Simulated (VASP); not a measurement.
# Ca (P6_3/mmc) in VASP: notebook

Runs on Ca. Level: PBE. Tasks: single point.

Everything below comes from runs of VASP 6.6.1. Logs are shortened: lines on timing, memory, paths and dates and some standing lists are left out, and cuts for length are marked.

## Step 1: The cell of the first run

The structure is hexagonal, space group P6_3/mmc (No. 194). Conventional cell: a = 3.906 Å, b = 3.906 Å, c = 12.810 Å, α = 90.00°, β = 90.00°, γ = 120.00°. Within 5.1 Å of Ca (site symmetry -3m) lie 12 Ca at 3.91 to 3.92 Å. Ca (site symmetry -6m2) has 12 Ca at 3.91 to 3.92 Å within 5.1 Å.

This isn't the form of Ca at room conditions, which is fcc.

## Step 2: Single point, PBE

The input, INCAR:

```
  PREC = Accurate
  ENCUT = 520
  EDIFF = 1E-6
  ISMEAR = -1
  SIGMA = 0.1
  LREAL = False
  LASPH = True
  NELM = 80
  ALGO = Normal
  ISIF = 2
  LWAVE = False
  LCHARG = False
  GGA = PE
  NBANDS = 28
```

The input, KPOINTS:

```
Automatic mesh
0
Gamma
  9 9 3
```

The input, POSCAR:

```
Ca
1.0
    3.9055176732      0.0000000000      0.0000000000
   -1.9527588366      3.3822775200      0.0000000000
    0.0000000000      0.0000000000     12.8100858679
Ca
4
Direct
    0.0000000000      0.0000000000      0.0000000000
    0.0000000000      0.0000000000      0.5000000000
    0.3333333333      0.6666666667      0.2500000000
    0.6666666667      0.3333333333      0.7500000000
```

Potentials or basis: VASP PAW PBE potentials, release 64 (Ca_sv).

On the command line:

```console
cat potpaw_PBE.64/Ca_sv/POTCAR > POTCAR
mpirun -np 1 vasp_std > vasp.out
```

OUTCAR:

```text
PREC = Accurate
   ENCUT = 520
   EDIFF = 1E-6
   ISMEAR = -1
   LREAL = False
   LASPH = True
   NELM = 80
   ISIF = 2
   GGA = PE

 ion  position               nearest neighbor table
   1  0.000  0.000  0.000-
   2  0.000  0.000  0.500-
   3  0.333  0.667  0.250-
   4  0.667  0.333  0.750-

  LATTYP: Found a hexagonal cell.
 ALAT       =     3.9055176732
 C/A-ratio  =     3.2799969018

  Lattice vectors:

 A1 = (   3.9055176732,   0.0000000000,   0.0000000000)
 A2 = (  -1.9527588366,   3.3822775200,   0.0000000000)
 A3 = (   0.0000000000,   0.0000000000,  12.8100858679)

Analysis of symmetry for initial positions (statically):
=====================================================================
 Subroutine PRICEL returns:
 Original cell was already a primitive cell.

 Routine SETGRP: Setting up the symmetry group for a
 hexagonal supercell.

 Subroutine GETGRP returns: Found 24 space group operations
 (whereof 12 operations were pure point group operations)
 out of a pool of 24 trial point group operations.

The static configuration has the point symmetry D_3d.
 The point group associated with its full space group is D_6h.

Analysis of symmetry for dynamics (positions and initial velocities):
=====================================================================
 Subroutine PRICEL returns:
 Original cell was already a primitive cell.

 Routine SETGRP: Setting up the symmetry group for a
 hexagonal supercell.

 Subroutine GETGRP returns: Found 24 space group operations
 (whereof 12 operations were pure point group operations)
 out of a pool of 24 trial point group operations.

The dynamic configuration has the point symmetry D_3d.
 The point group associated with its full space group is D_6h.

 Subroutine INISYM returns: Found 24 space group operations
 (whereof 12 operations are pure point group operations),
 and found     1 'primitive' translations

----------------------------------------------------------------------------------------

                                     Primitive cell

  volume of cell :     169.2154
[... 78 lines left out ...]
   dimension x,y,z NGXF=    60 NGYF=   60 NGZF=  192
   ions per type =               4
   NGX,Y,Z   is equivalent  to a cutoff of  12.77, 12.77, 12.46 a.u.
   NGXF,Y,Z  is equivalent  to a cutoff of  25.54, 25.54, 24.92 a.u.
 SYSTEM =  unknown system
   PREC   = accura    normal or accurate (medium, high low for compatibility)
   ISTART =      0    job   : 0-new  1-cont  2-samecut
   ICHARG =      2    charge: 1-file 2-atom 10-const
   ISPIN  =      1    spin polarized calculation?
   LNONCOLLINEAR =      F non collinear calculations
   LSORBIT =      F    spin-orbit coupling
   LASPH  =      T    aspherical Exc in radial PAW
   ENCUT  =  520.0 eV  38.22 Ry    6.18 a.u.   7.26  7.26 23.82*2*pi/ulx,y,z
   NELM   =     80;   NELMIN=  2; NELMDL= -5     # of ELM steps
   EDIFF  = 0.1E-05   stopping-criterion for ELM
   LREAL  =      F    real-space projection
   EDIFFG = 0.1E-04   stopping-criterion for IOM
   NSW    =      0    number of steps for IOM
   IBRION =     -1    ionic relax: 0-MD 1-quasi-New 2-CG
   NFREE  =      0    steps in history (QN), initial steepest desc. (CG)
   ISIF   =      2    stress and relaxation
   ISYM   =      2    0-nonsym 1-usesym 2-fastsym
   POTIM  = 0.5000    time-step for ionic-motion
   TEBEG  =    0.0;   TEEND  =   0.0 temperature during run
   PSTRESS=    0.0 pullay stress
   NELECT =      40.0000    total number of electrons
   NUPDOWN=      -1.0000    fix difference up-down
   EMIN   =  10.00;   EMAX   =-10.00  energy-range for DOS
   EFERMI =   0.00;   METHOD = LEGACY
   ISMEAR =    -1;   SIGMA  =   0.10  broadening in eV -4-tet -1-fermi 0-gaus
   EFERMI_NEDOS =   21; number of points for ismear=-14 and -15
   IALGO  =     38    algorithm
   IMIX   =      4    mixing-type and parameters
     AMIX     =   0.40;   BMIX     =  1.00
     AMIX_MAG =   1.60;   BMIX_MAG =  1.00
  volume/ion in A,a.u.               =      42.30       285.48
  Fermi-wavevector in a.u.,A,eV,Ry     =   1.012235  1.912848 13.940809  1.024621
  Thomas-Fermi vector in A             =   2.145333
   LORBIT       =      0    0 simple, 1 ext, 2 COOP (PROOUT), +10 PAW based schemes
   GGA     = PE    functional components
[... 5 lines left out ...]
 non-spin polarized calculation
  energy-cutoff  :      520.00
  volume of cell :      169.22
 maximum number of plane-waves:      4589
 NGX is ok and might be reduce to    30
   NGX = 15   NGY = 15   NGZ = 47

 number of electron      39.9999984 magnetization

 Free energy of the ion-electron system (eV)
  ---------------------------------------------------
  ext. energy  EPLUGINS =         0.00000000
  ---------------------------------------------------
  free energy    TOTEN  =        -7.78928954 eV

  energy without entropy =       -7.61351127  energy(sigma->0) =       -7.70140040

 E-fermi :   1.9693     XC(G=0):  -7.7265

 val. band max:        1.9556462469   @ k =   0.2222   0.1111   0.0000
 cond. band min:       1.9856882480   @ k =   0.4444   0.1111   0.0000
 fundamental gap:      0.0300420011
 Fermi energy:         1.9693052053

 k-point     1 :       0.0000    0.0000    0.0000
  band No.  band energies     occupation
      1     -40.0557      2.00000
      2     -40.0516      2.00000
      3     -40.0449      2.00000
      4     -40.0409      2.00000
      5     -21.1056      2.00000
      6     -21.0405      2.00000
[... 733 lines left out ...]
     27       2.9227      0.00014
     28       3.2516      0.00001

------------------------ aborting loop because EDIFF is reached ----------------------------------------

  FORCE on cell =-STRESS in cart. coord.  units (eV):
  Direction    XX          YY          ZZ          XY          YZ          ZX
  --------------------------------------------------------------------------------------
  -------------------------------------------------------------------------------------
  Total        0.0178902      0.0178902      0.0268855     -0.0000000     -0.0000000      0.0000000
  in kB        0.1693891      0.1693891      0.2545594     -0.0000000     -0.0000000      0.0000000
  external PRESSURE =       0.1977792 kB  Pullay stress =       0.0000000 kB

 VOLUME and BASIS-vectors are now :
 -----------------------------------------------------------------------------
  energy-cutoff  :      520.00
  volume of cell :      169.22
      direct lattice vectors                 reciprocal lattice vectors
     3.905517673  0.000000000  0.000000000     0.256048003  0.147829383  0.000000000
    -1.952758837  3.382277520  0.000000000     0.000000000  0.295658767  0.000000000
     0.000000000  0.000000000 12.810085868     0.000000000  0.000000000  0.078063489

 POSITION                                       TOTAL-FORCE (eV/Angst)
 -----------------------------------------------------------------------------------
      0.00000      0.00000      0.00000         0.000000      0.000000      0.000000
      0.00000      0.00000      6.40504         0.000000      0.000000      0.000000
     -0.00000      2.25485      3.20252         0.000000     -0.000000      0.000000
      1.95276      1.12743      9.60756        -0.000000      0.000000     -0.000000
 -----------------------------------------------------------------------------------
    total drift:                               -0.000000      0.000000      0.000000

  FREE ENERGIE OF THE ION-ELECTRON SYSTEM (eV)
  ---------------------------------------------------
  free  energy   TOTEN  =        -7.7892895381 eV

  energy  without entropy=       -7.6135112690  energy(sigma->0) =       -7.70140040
```

Run time: 2.6 min. Hardware: 1 thread of Oxide Virtual Turin-like, shared host; peak memory 0.27 GiB.

What came out:

```
Free energy            : -7.7893 eV
Pressure               : 0.0 GPa
Band gap on the k mesh : zero (bands 20 and 21 overlap by 0.41 eV)
```

Levels at points of the mesh, in eV from the Fermi level:
```
           k point  band 17  band 18  band 19  band 20  band 21  band 22  band 23  band 24
(0.00, 0.00, 0.00)    -4.04    -3.03    -3.03    -1.02    -0.20     1.39     1.40     2.23
```

## Step 3: Single point, PBE (37.23 Å³/atom)

This run uses another cell than the first one, of 37.23 Å³/atom.

The input, INCAR:

```
PREC = Accurate
ENCUT = 520
EDIFF = 1E-6
ISMEAR = -1
SIGMA = 0.1
LREAL = F
LASPH = T
NELM = 60
ALGO = Normal
ISIF = 2
LWAVE = F
LCHARG = F
GGA = PE
NBANDS = 28
```

The input, KPOINTS:

```
Automatic mesh
0
Gamma
  11 11 3
```

The input, POSCAR:

```
Ca
1.0
    3.7425949863      0.0000000000      0.0000000000
   -1.8712974932      3.2411823342      0.0000000000
    0.0000000000      0.0000000000     12.2756999596
Ca
4
Direct
    0.0000000000      0.0000000000      0.0000000000
    0.0000000000      0.0000000000      0.5000000000
    0.3333333333      0.6666666667      0.2500000000
    0.6666666667      0.3333333333      0.7500000000
```

Potentials or basis: VASP PAW PBE potentials, release 64 (Ca_sv).

On the command line:

```console
cat potpaw_PBE.64/Ca_sv/POTCAR > POTCAR
mpirun -np 1 vasp_std > vasp.out
```

OUTCAR:

```text
PREC = Accurate
   ENCUT = 520
   EDIFF = 1E-6
   ISMEAR = -1
   LREAL = F
   LASPH = T
   NELM = 60
   ISIF = 2
   GGA = PE

 ion  position               nearest neighbor table
   1  0.000  0.000  0.000-
   2  0.000  0.000  0.500-
   3  0.333  0.667  0.250-
   4  0.667  0.333  0.750-

  LATTYP: Found a hexagonal cell.
 ALAT       =     3.7425949863
 C/A-ratio  =     3.2799969018

  Lattice vectors:

 A1 = (   3.7425949863,   0.0000000000,   0.0000000000)
 A2 = (  -1.8712974932,   3.2411823342,   0.0000000000)
 A3 = (   0.0000000000,   0.0000000000,  12.2756999596)

Analysis of symmetry for initial positions (statically):
=====================================================================
 Subroutine PRICEL returns:
 Original cell was already a primitive cell.

 Routine SETGRP: Setting up the symmetry group for a
 hexagonal supercell.

 Subroutine GETGRP returns: Found 24 space group operations
 (whereof 12 operations were pure point group operations)
[... 166 lines left out ...]
  free energy    TOTEN  =        -7.62765064 eV

  energy without entropy =       -7.46651894  energy(sigma->0) =       -7.54708479

 E-fermi :   2.5037     XC(G=0):  -8.1324

 val. band max:        2.4554674279   @ k =   0.2727   0.0000   0.0000
 cond. band min:       2.5074423437   @ k =   0.2727   0.0909   0.0000
 fundamental gap:      0.0519749158
 Fermi energy:         2.5036697063

 k-point     1 :       0.0000    0.0000    0.0000
  band No.  band energies     occupation
      1     -39.2328      2.00000
      2     -39.2229      2.00000
      3     -39.2182      2.00000
      4     -39.2083      2.00000
      5     -20.3397      2.00000
      6     -20.2346      2.00000
[... 733 lines left out ...]
     27       4.8125      0.00000
     28       4.9165      0.00000

 [... further k-points ...]

------------------------ aborting loop because EDIFF is reached ----------------------------------------

  FORCE on cell =-STRESS in cart. coord.  units (eV):
  Direction    XX          YY          ZZ          XY          YZ          ZX
  --------------------------------------------------------------------------------------
  -------------------------------------------------------------------------------------
  Total        2.5307070      2.5307070      2.6540762     -0.0000000      0.0000000      0.0000000
  in kB       27.2288874     27.2288874     28.5562651     -0.0000000      0.0000000      0.0000000
  external PRESSURE =      27.6713466 kB  Pullay stress =       0.0000000 kB

 VOLUME and BASIS-vectors are now :
 -----------------------------------------------------------------------------
  energy-cutoff  :      520.00
  volume of cell :      148.91
      direct lattice vectors                 reciprocal lattice vectors
     3.742594986  0.000000000  0.000000000     0.267194287  0.154264694  0.000000000
    -1.871297493  3.241182334  0.000000000     0.000000000  0.308529387  0.000000000
     0.000000000  0.000000000 12.275699960     0.000000000  0.000000000  0.081461750

 POSITION                                       TOTAL-FORCE (eV/Angst)
 -----------------------------------------------------------------------------------
      0.00000      0.00000      0.00000        -0.000000      0.000000      0.000000
      0.00000      0.00000      6.13785        -0.000000      0.000000      0.000000
     -0.00000      2.16079      3.06892        -0.000000      0.000000      0.000000
      1.87130      1.08039      9.20677         0.000000     -0.000000     -0.000000
 -----------------------------------------------------------------------------------
    total drift:                                0.000000     -0.000000      0.000000

  FREE ENERGIE OF THE ION-ELECTRON SYSTEM (eV)
  ---------------------------------------------------
  free  energy   TOTEN  =        -7.6276506417 eV

  energy  without entropy=       -7.4665189370  energy(sigma->0) =       -7.54708479
```

stdout:

```text
POSCAR found type information on POSCAR Ca
 POSCAR found :  1 types and       4 ions
 scaLAPACK will be used
 LDA part: xc-table for (Slater+PW92), standard interpolation
 POSCAR, INCAR and KPOINTS ok, starting setup
 FFT: planning ... GRIDC
 FFT: planning ... GRID_SOFT
 FFT: planning ... GRID
 WAVECAR not read
 entering main loop
```

It took 3.8 min on 1 thread of Oxide Virtual Turin-like, shared host; peak memory 0.27 GiB.

What came out:

* Free energy: -7.6277 eV
* Pressure: 2.8 GPa
* Band gap on the k mesh: zero (bands 20 and 21 overlap by 0.26 eV)

Stress tensor (GPa, compression positive):
```
2.72 0.00 0.00
0.00 2.72 0.00
0.00 0.00 2.86
```

## Step 4: Single point, PBE (38.92 Å³/atom)

This run uses another cell than the first one, of 38.92 Å³/atom.

The input, INCAR:

```
ALGO = Normal
EDIFF = 1E-7
ENCUT = 520
GGA = PE
ISIF = 2
ISMEAR = -1
LASPH = T
LCHARG = F
LREAL = F
LWAVE = F
NBANDS = 28
NELM = 80
PREC = Accurate
SIGMA = 0.1
```

The input, KPOINTS:

```
k-points
0
Gamma
  11 11 3
```

The input, POSCAR:

```
Ca
1.0
    3.7984628496      0.0000000000      0.0000000000
   -1.8992314248      3.2895653231      0.0000000000
    0.0000000000      0.0000000000     12.4589463780
Ca
4
Direct
    0.0000000000      0.0000000000      0.0000000000
    0.0000000000      0.0000000000      0.5000000000
    0.3333333333      0.6666666667      0.2500000000
    0.6666666667      0.3333333333      0.7500000000
```

On the command line:

```console
cat potpaw_PBE.64/Ca_sv/POTCAR > POTCAR
mpirun -np 1 vasp_std > vasp.out
```

Wall time 3.1 min (1 thread of Oxide Virtual Turin-like, shared host); peak memory 0.27 GiB.

The run converged. Its results:

```
Free energy            : -7.7224 eV
Pressure               : 1.7 GPa
Band gap on the k mesh : zero (bands 20 and 21 overlap by 0.30 eV)
```

Stress tensor (GPa, compression positive):
```
1.66 0.00 0.00
0.00 1.66 0.00
0.00 0.00 1.75
```

Levels at points of the mesh, in eV from the Fermi level:
```tsv
k point	band 17	band 18	band 19	band 20	band 21	band 22	band 23	band 24
(0.00, 0.00, 0.00)	-4.19	-3.11	-3.11	-1.06	-0.13	1.44	1.45	2.33
```

## Step 5: The runs side by side

```csv
cell,k mesh,gap on the mesh (eV),pressure (GPa)
"a = 3.906, b = 3.906, c = 12.810 Å, angles 90.0, 90.0, 120.0°, 4 atoms",9 × 9 × 3,none,0.0
"a = 3.743, b = 3.743, c = 12.276 Å, angles 90.0, 90.0, 120.0°, 4 atoms",11 × 11 × 3,none,2.8
"a = 3.798, b = 3.798, c = 12.459 Å, angles 90.0, 90.0, 120.0°, 4 atoms",11 × 11 × 3,none,1.7
```

Alike in all rows: task single point; level PBE; potentials or basis VASP PAW PBE potentials, release 64 (Ca_sv); no spin polarisation; cutoff (eV) 520; smearing fermi-dirac 0.1 eV.

Total energies depend on the potentials used, so only differences within one code and one set of settings carry meaning.

The gap in the log of VASP goes by the Fermi energy; the results here count the filled bands.